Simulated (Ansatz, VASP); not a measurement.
## One calculation of Te2Mo, two programs

File INCAR:

```
ALGO = Normal
EDIFF = 1E-6
ENCUT = 520
GGA = PE
ISIF = 2
ISMEAR = 0
IVDW = 12
LASPH = T
LCHARG = F
LREAL = F
LWAVE = F
NBANDS = 20
NELM = 80
PREC = Accurate
SIGMA = 0.05
```

Contents of KPOINTS:

```
k-points
0
Gamma
  9 9 4
```

POSCAR

```
Te2Mo
1.0
    3.5767703199      0.0000000000      0.0000000000
   -1.7883851600      3.0975739605      0.0000000000
    0.0000000000      0.0000000000      7.2684879631
Te Mo
2 1
Direct
    0.3162696480      0.6325392959      0.7614144829
    0.3503970187      0.7007940374      0.2385855171
    0.0000000000      0.0000000000      0.0000000000
```

Input for Ansatz:

```yaml
crystal:
  lattice:
    - [3.5767703199, 0.0, 0.0]
    - [-1.78838516, 3.0975739605, 0.0]
    - [0.0, 0.0, 7.2684879631]
  atoms:
    - { symbol: Te, position: [0.316269648, 0.6325392959, 0.7614144829] }
    - { symbol: Te, position: [0.3503970187, 0.7007940374, 0.2385855171] }
    - { symbol: Mo, position: [0.0, 0.0, 0.0] }
basis:
  ecutwfc: 420
kpoints:
  mp_grid: { grid: [9, 9, 4] }
hamiltonian:
  xc: pbe
  dispersion: d3bj
scf:
  occupations: { method: gaussian, width: 0.05 }
output:
  forces: true
  stress: true
  eigenvalues: true
  write_density: true
  write_potential: true
  elf: true
  volumetric_format: npy
```

Change from the starting cell: mode 5 frozen in at -0.103 Å, strain +e along z and -e/2 along x and y -0.0467.

Alike in both runs: task single point; functional PBE; dispersion D3(BJ); k mesh 9 × 9 × 4; occupations gaussian, width 0.05 eV; no spin polarisation.

```csv
,VASP,Ansatz
version,VASP 6.6.1,Ansatz 0.2.0
potentials or method,"VASP PAW PBE potentials, release 64 (Te, Mo_sv), cutoff 520 eV","scalar-relativistic, plane waves, PAW"
valence electrons in the cell,26,46
```

Ansatz gave:

```
gap on the k mesh at the Fermi level (eV)                     : 0.60
least direct gap on the mesh (eV)                             : 0.90
pressure (GPa)                                                : 1.8
traceless stress, the component that is largest in VASP (GPa) : -5.41
rms of the force components (eV/Å)                            : 0.509
```

Task: Which values does VASP return?

Result: gap on the k mesh at the Fermi level (eV): 0.59; least direct gap on the mesh (eV): 0.89; pressure (GPa): 1.8; traceless stress, the component that is largest in VASP (GPa): -5.40; rms of the force components (eV/Å): 0.515.

Atom by atom the forces differ by 0.008 eV/Å (rms over components). VASP's potentials hold 26 valence electrons a cell and Ansatz's 46, so a difference there can come from the potentials and not from the codes.

Spin-orbit coupling is off throughout.
